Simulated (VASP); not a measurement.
# MgO (Fm-3m) in VASP: a series of runs, part 2 of 3

VASP 6.6.1. The steps go on from the part before.

## 4. Vibrations by perturbation theory, LDA (phonons at volume x 0.98)

File INCAR:

```
SYSTEM = MgO
PREC = Accurate ; ENCUT = 520
EDIFF = 1E-8 ; ISMEAR = 0
SIGMA = 0.01 ; LREAL = .FALSE.
LASPH = .TRUE. ; NELM = 80
ALGO = Normal ; ISIF = 2
LWAVE = .FALSE. ; LCHARG = .FALSE.
GGA = CA ; IBRION = 8
NSW = 1 ; LEPSILON = .TRUE.
```

File KPOINTS:

```
Automatic mesh
0
G
  10 10 10
  0 0 0
```

File POSCAR:

```
MgO
1.0
    0.0000000000      2.0655936757      2.0655936757
    2.0655936757      0.0000000000      2.0655936757
    2.0655936757      2.0655936757      0.0000000000
Mg O
1 1
Direct
    0.0000000000      0.0000000000      0.0000000000
    0.5000000000      0.5000000000      0.5000000000
```

Potentials or basis: VASP PAW LDA potentials, release 64 (Mg, O).

Run with:

```bash
cat potpaw_LDA.64/Mg/POTCAR potpaw_LDA.64/O/POTCAR > POTCAR
mpirun -np 1 vasp_std > vasp.out
```

OUTCAR:

```text
SYSTEM = MgO
   PREC = Accurate
   ENCUT = 520
   EDIFF = 1E-8
   ISMEAR = 0
   LREAL = .FALSE.
   LASPH = .TRUE.
   NELM = 80
   ISIF = 2
   GGA = CA
   IBRION = 8
   NSW = 1
   LEPSILON = .TRUE.

 ion  position               nearest neighbor table
   1  0.000  0.000  0.000-   2 2.07   2 2.07   2 2.07   2 2.07   2 2.07   2 2.07
   2  0.500  0.500  0.500-   1 2.07   1 2.07   1 2.07   1 2.07   1 2.07   1 2.07

  LATTYP: Found a face centered cubic cell.
 ALAT       =     4.1311873514

  Lattice vectors:

 A1 = (   0.0000000000,   2.0655936757,   2.0655936757)
 A2 = (   2.0655936757,   0.0000000000,   2.0655936757)
 A3 = (   2.0655936757,   2.0655936757,   0.0000000000)

Analysis of symmetry for initial positions (statically):
=====================================================================
 Subroutine PRICEL returns:
 Original cell was already a primitive cell.
[... 565 lines left out ...]

 SECOND DERIVATIVES (NOT SYMMETRIZED)
 ------------------------------------
               1X          1Y          1Z          2X          2Y          2Z
  1X    -6.683749    0.000000    0.000000    6.683749    0.000000    0.000000
  1Y     0.000000   -6.683749    0.000000    0.000000    6.683749    0.000000
  1Z     0.000000    0.000000   -6.683749    0.000000    0.000000    6.683749
  2X     6.669177    0.000000    0.000000   -6.669177    0.000000    0.000000
  2Y     0.000000    6.669177    0.000000    0.000000   -6.669177    0.000000
  2Z     0.000000    0.000000    6.669177    0.000000    0.000000   -6.669177

 Eigenvectors and eigenvalues of the dynamical matrix
 ----------------------------------------------------

   1 f  =   13.003098 THz    81.700872 2PiTHz  433.736651 cm-1    53.776467 meV
             X         Y         Z           dx          dy          dz
      0.000000  0.000000  0.000000    -0.624060   -0.089239    0.009027
      2.065594  2.065594  2.065594     0.768316    0.109867   -0.011113
[... 21 lines left out ...]
   6 f/i=    0.006944 THz     0.043633 2PiTHz    0.231640 cm-1     0.028720 meV
             X         Y         Z           dx          dy          dz
      0.000000  0.000000  0.000000    -0.645344    0.344070    0.260098
      2.065594  2.065594  2.065594    -0.524177    0.279469    0.211263

--------------------------------------------------------------------------------------------------------

 MACROSCOPIC STATIC DIELECTRIC TENSOR IONIC CONTRIBUTION
 ------------------------------------------------------
           5.812491    -0.000000    -0.000000
          -0.000000     5.812491    -0.000000
          -0.000000    -0.000000     5.812491
 ------------------------------------------------------

 ELASTIC MODULI CONTR FROM IONIC RELAXATION (kBar)
 Direction    XX          YY          ZZ          XY          YZ          ZX
 --------------------------------------------------------------------------------
 XX           0.0000      0.0000      0.0000      0.0000      0.0000      0.0000
 YY           0.0000      0.0000      0.0000      0.0000      0.0000      0.0000
 ZZ           0.0000      0.0000      0.0000      0.0000      0.0000      0.0000
 XY           0.0000      0.0000      0.0000      0.0000      0.0000      0.0000
 YZ           0.0000      0.0000      0.0000      0.0000      0.0000      0.0000
 ZX           0.0000      0.0000      0.0000      0.0000      0.0000      0.0000
 --------------------------------------------------------------------------------

 PIEZOELECTRIC TENSOR IONIC CONTR  for field in x, y, z        (C/m^2)
          XX          YY          ZZ          XY          YZ          ZX
  --------------------------------------------------------------------------------
  x     0.00000     0.00000     0.00000     0.00000     0.00000     0.00000
  y     0.00000     0.00000     0.00000     0.00000     0.00000     0.00000
  z     0.00000     0.00000     0.00000     0.00000     0.00000     0.00000
```

stdout:

```text
POSCAR found type information on POSCAR MgO
 POSCAR found :  2 types and       2 ions
 scaLAPACK will be used
 LDA part: xc-table for (Slater(with rela. corr.)+CA(PZ))
 , standard interpolation
 POSCAR, INCAR and KPOINTS ok, starting setup
 FFT: planning ... GRIDC
 FFT: planning ... GRID_SOFT
 FFT: planning ... GRID
[... 24 lines left out ...]
 Linear response to external field, progress :
  Direction:   3
 dielectric tensor                  component  3 :     0.039     0.246     3.082
 Linear response DOF=           2
 Linear response progress:
 first order change of Fermi-energy   0.52260E-04
 force on displaced ion       1 direction 1 :  -6.684   0.000   0.000
 Born effective charge ion    1 direction 1 :   1.944   0.000   0.000
 Linear response progress:
 first order change of Fermi-energy   0.11200E-02
 force on displaced ion       2 direction 1 :  -6.669   0.000   0.000
 Born effective charge ion    2 direction 1 :  -1.945   0.000   0.000
 Born effective charges drift removed
 Linear response finished
```

It took 67 s on 1 thread of Intel Xeon 6975P-C, shared host; peak memory 0.18 GiB.

What came out:

- Electronic dielectric tensor (diagonal): 3.08
- Born charges (mean of the diagonal): Mg +1.94; O -1.94 e
- Highest phonon frequency at Γ, LO-TO splitting left out: 434 cm⁻¹

Phonon frequencies in cm⁻¹ (negative: imaginary):
```tsv
q point	frequencies
(0.000, 0.000, 0.000)	0 0 0 434 434 434
```

Electronic dielectric tensor:
```
3.08 0.00 0.00
0.00 3.08 0.00
0.00 0.00 3.08
```

Born effective charge tensors (e):
atom 1, Mg
```
1.94 0.00 0.00
0.00 1.94 0.00
0.00 0.00 1.94
```
atom 2, O
```
-1.94  0.00  0.00
 0.00 -1.94  0.00
 0.00  0.00 -1.94
```

Caveat: the cell differs from its parent crystal (phonons at volume x 0.98); the cell wasn't relaxed at this level first, which shifts response properties.

## 5. Vibrations by perturbation theory, LDA

This run uses another cell than the first one, of 8.99 Å³/atom, 1.091 times its volume.

File INCAR:

```
SYSTEM = MgO
PREC = Accurate ; ENCUT = 520
EDIFF = 1E-8 ; ISMEAR = 0
SIGMA = 0.01 ; LREAL = .False.
LASPH = .True. ; NELM = 60
ALGO = Normal ; ISIF = 2
LWAVE = .False. ; LCHARG = .False.
GGA = CA ; NBANDS = 11
IBRION = 8 ; NSW = 1
LEPSILON = .True.
```

File KPOINTS:

```
regular mesh
0
Gamma
  10 10 10
  0 0 0
```

File POSCAR:

```
MgO
1.0
    0.0000000000      2.0795508132      2.0795508132
    2.0795508132      0.0000000000      2.0795508132
    2.0795508132      2.0795508132      0.0000000000
Mg O
1 1
Direct
    0.0000000000      0.0000000000      0.0000000000
    0.5000000000      0.5000000000      0.5000000000
```

Potentials or basis: VASP PAW LDA potentials, release 64 (Mg, O).

Run with:

```bash
cat potpaw_LDA.64/Mg/POTCAR potpaw_LDA.64/O/POTCAR > POTCAR
mpirun -np 1 vasp_std > vasp.out
```

OUTCAR:

```text
SYSTEM = MgO
   PREC = Accurate
   ENCUT = 520
   EDIFF = 1E-8
   ISMEAR = 0
   LREAL = .False.
   LASPH = .True.
   NELM = 60
   ISIF = 2
   GGA = CA
   IBRION = 8
   NSW = 1
   LEPSILON = .True.

 ion  position               nearest neighbor table
   1  0.000  0.000  0.000-   2 2.08   2 2.08   2 2.08   2 2.08   2 2.08   2 2.08
   2  0.500  0.500  0.500-   1 2.08   1 2.08   1 2.08   1 2.08   1 2.08   1 2.08

  LATTYP: Found a face centered cubic cell.
 ALAT       =     4.1591016264

  Lattice vectors:

 A1 = (   0.0000000000,   2.0795508132,   2.0795508132)
 A2 = (   2.0795508132,   0.0000000000,   2.0795508132)
 A3 = (   2.0795508132,   2.0795508132,   0.0000000000)

Analysis of symmetry for initial positions (statically):
=====================================================================
 Subroutine PRICEL returns:
 Original cell was already a primitive cell.

 Routine SETGRP: Setting up the symmetry group for a
 face centered cubic supercell.

 Subroutine GETGRP returns: Found 48 space group operations
 (whereof 48 operations were pure point group operations)
 out of a pool of 48 trial point group operations.

The static configuration has the point symmetry O_h .

Analysis of symmetry for dynamics (positions and initial velocities):
=====================================================================
 Subroutine PRICEL returns:
 Original cell was already a primitive cell.

 Routine SETGRP: Setting up the symmetry group for a
 face centered cubic supercell.
[... 595 lines left out ...]

 PIEZOELECTRIC TENSOR (including local field effects)  for field in x, y, z        (C/m^2)
          XX          YY          ZZ          XY          YZ          ZX
  --------------------------------------------------------------------------------
  x     0.00000     0.00000     0.00000     0.00000     0.00000     0.00000
  y     0.00000     0.00000     0.00000     0.00000     0.00000     0.00000
  z     0.00000     0.00000     0.00000     0.00000     0.00000     0.00000

 BORN EFFECTIVE CHARGES (including local field effects) (in |e|, cummulative output)
 ---------------------------------------------------------------------------------
 ion    1
    1     1.95255     0.00000     0.00000
    2    -0.00000     1.95255     0.00000
    3     0.00000    -0.00000     1.95255
 ion    2
    1    -1.95255    -0.00000    -0.00000
    2     0.00000    -1.95255    -0.00000
    3    -0.00000     0.00000    -1.95255

 INTERNAL STRAIN TENSOR FOR ION    2 for displacements in x,y,z  (eV/Angst):
          X           Y           Z          XY          YZ          ZX
  --------------------------------------------------------------------------------
  x     0.00000     0.00000     0.00000     0.00000     0.00000     0.00000
  y     0.00000     0.00000     0.00000     0.00000     0.00000     0.00000
  z     0.00000     0.00000     0.00000     0.00000     0.00000     0.00000

 SECOND DERIVATIVES (NOT SYMMETRIZED)
 ------------------------------------
               1X          1Y          1Z          2X          2Y          2Z
  1X    -6.095696    0.000000    0.000000    6.095696    0.000000    0.000000
  1Y     0.000000   -6.095696    0.000000    0.000000    6.095696    0.000000
  1Z     0.000000    0.000000   -6.095696    0.000000    0.000000    6.095696
  2X     6.101787    0.000000    0.000000   -6.101787    0.000000    0.000000
  2Y     0.000000    6.101787    0.000000    0.000000   -6.101787    0.000000
  2Z     0.000000    0.000000    6.101787    0.000000    0.000000   -6.101787

 Eigenvectors and eigenvalues of the dynamical matrix
 ----------------------------------------------------

   1 f  =   12.429820 THz    78.098864 2PiTHz  414.614174 cm-1    51.405583 meV
             X         Y         Z           dx          dy          dz
      0.000000  0.000000  0.000000     0.000000    0.000000   -0.629868
      2.079551  2.079551  2.079551     0.000000    0.000000    0.776702
[... 21 lines left out ...]
   6 f/i=    0.003037 THz     0.019080 2PiTHz    0.101291 cm-1     0.012559 meV
             X         Y         Z           dx          dy          dz
      0.000000  0.000000  0.000000     0.000000    0.000000    0.776702
      2.079551  2.079551  2.079551     0.000000    0.000000    0.629868

--------------------------------------------------------------------------------------------------------

 MACROSCOPIC STATIC DIELECTRIC TENSOR IONIC CONTRIBUTION
 ------------------------------------------------------
           6.289149     0.000000     0.000000
           0.000000     6.289149     0.000000
           0.000000     0.000000     6.289149
 ------------------------------------------------------

 ELASTIC MODULI CONTR FROM IONIC RELAXATION (kBar)
 Direction    XX          YY          ZZ          XY          YZ          ZX
 --------------------------------------------------------------------------------
 XX           0.0000      0.0000      0.0000      0.0000      0.0000      0.0000
 YY           0.0000      0.0000      0.0000      0.0000      0.0000      0.0000
 ZZ           0.0000      0.0000      0.0000      0.0000      0.0000      0.0000
 XY           0.0000      0.0000      0.0000      0.0000      0.0000      0.0000
 YZ           0.0000      0.0000      0.0000      0.0000      0.0000      0.0000
 ZX           0.0000      0.0000      0.0000      0.0000      0.0000      0.0000
 --------------------------------------------------------------------------------

 PIEZOELECTRIC TENSOR IONIC CONTR  for field in x, y, z        (C/m^2)
          XX          YY          ZZ          XY          YZ          ZX
  --------------------------------------------------------------------------------
  x     0.00000     0.00000     0.00000     0.00000     0.00000     0.00000
  y     0.00000     0.00000     0.00000     0.00000     0.00000     0.00000
  z     0.00000     0.00000     0.00000     0.00000     0.00000     0.00000
```

stdout:

```text
POSCAR found type information on POSCAR MgO
 POSCAR found :  2 types and       2 ions
 scaLAPACK will be used
 LDA part: xc-table for (Slater(with rela. corr.)+CA(PZ))
 , standard interpolation
 POSCAR, INCAR and KPOINTS ok, starting setup
 FFT: planning ... GRIDC
 FFT: planning ... GRID_SOFT
 FFT: planning ... GRID
[... 24 lines left out ...]
 Linear response to external field, progress :
  Direction:   3
 dielectric tensor                  component  3 :     0.039     0.246     3.104
 Linear response DOF=           2
 Linear response progress:
 first order change of Fermi-energy  -0.10294E-03
 force on displaced ion       1 direction 1 :  -6.096   0.000   0.000
 Born effective charge ion    1 direction 1 :   1.952   0.000   0.000
 Linear response progress:
 first order change of Fermi-energy   0.10839E-02
 force on displaced ion       2 direction 1 :  -6.102   0.000   0.000
 Born effective charge ion    2 direction 1 :  -1.953   0.000   0.000
 Born effective charges drift removed
 Linear response finished
```

It took 82 s on 1 thread of Intel Xeon 6975P-C, shared host; peak memory 0.19 GiB.

Results:

| Property | Result |
| --- | --- |
| Electronic dielectric tensor (diagonal) | 3.10 |
| Born charges (mean of the diagonal) | Mg +1.95; O -1.95 e |
| Highest phonon frequency at Γ, LO-TO splitting left out | 415 cm⁻¹ |

Phonon frequencies in cm⁻¹ (negative: imaginary):
| q point | frequencies |
| --- | --- |
| (0.000, 0.000, 0.000) | 0 0 0 415 415 415 |

Electronic dielectric tensor:
```
3.10 0.00 0.00
0.00 3.10 0.00
0.00 0.00 3.10
```

Born effective charge tensors (e):
atom 1, Mg
```
1.95 0.00 0.00
0.00 1.95 0.00
0.00 0.00 1.95
```
atom 2, O
```
-1.95  0.00  0.00
 0.00 -1.95  0.00
 0.00  0.00 -1.95
```

Caveat: the cell wasn't relaxed at this level first, which shifts response properties.

(Part 2 of 3 ends here.)
